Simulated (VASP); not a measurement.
Write the native input for VASP 6.6.1 that does the following.

| Item | Value |
| --- | --- |
| Task | single point |
| Functional | PBE |
| Potentials or basis | VASP PAW PBE potentials, release 64 (Sn_d, Te) |
| Cutoff | 520 eV |
| k mesh | 6 × 6 × 4 |
| Occupations | gaussian, width 0.01 eV |
| Spin | no spin polarisation |
| Dipole correction | no |
| Further INCAR settings | ALGO = Normal; EDIFF = 1e-06; NBANDS = 28 |

The structure of SnTe lies in POSCAR:

```
SnTe
1.0
    5.3967552201      0.0000000000      0.0000000000
   -2.6983776101      4.6737271186      0.0000000000
    0.0000000000      0.0000000000      6.4878041079
Sn Te
2 2
Direct
    0.3333333333      0.6666666667     -0.0459806368
    0.6666666667      0.3333333333      0.4540193632
    0.3333333333      0.6666666667      0.4209806368
    0.6666666667      0.3333333333      0.9209806368
```

These files were run (other wordings do the same):

INCAR

```
SYSTEM = SnTe
ALGO = Normal ; EDIFF = 1E-6
ENCUT = 520 ; GGA = PE
ISIF = 2 ; ISMEAR = 0
LASPH = .TRUE. ; LCHARG = .FALSE.
LREAL = .FALSE. ; LWAVE = .FALSE.
NBANDS = 28 ; NELM = 60
PREC = Accurate ; SIGMA = 0.01
```

KPOINTS

```
k-points
0
G
  6 6 4
  0 0 0
```

Potentials or basis: VASP PAW PBE potentials, release 64 (Sn_d, Te).

Launch:

```bash
$ cat potpaw_PBE.64/Sn_d/POTCAR potpaw_PBE.64/Te/POTCAR > POTCAR
$ mpirun -np 1 vasp_std > vasp.out
```

Results of the run:

The pressure is 0.6 GPa. The largest force is 0.082 eV/Å and the band gap on the k mesh is 0.63 eV, indirect (least direct gap 0.73 eV).

Caveat: spin-orbit coupling is left out, which moves the levels of the heavy elements.

Run time: 60 s on 1 thread of AMD EPYC 7R13 Processor (Zen 3), with other jobs on the host, peak memory 0.27 GiB.
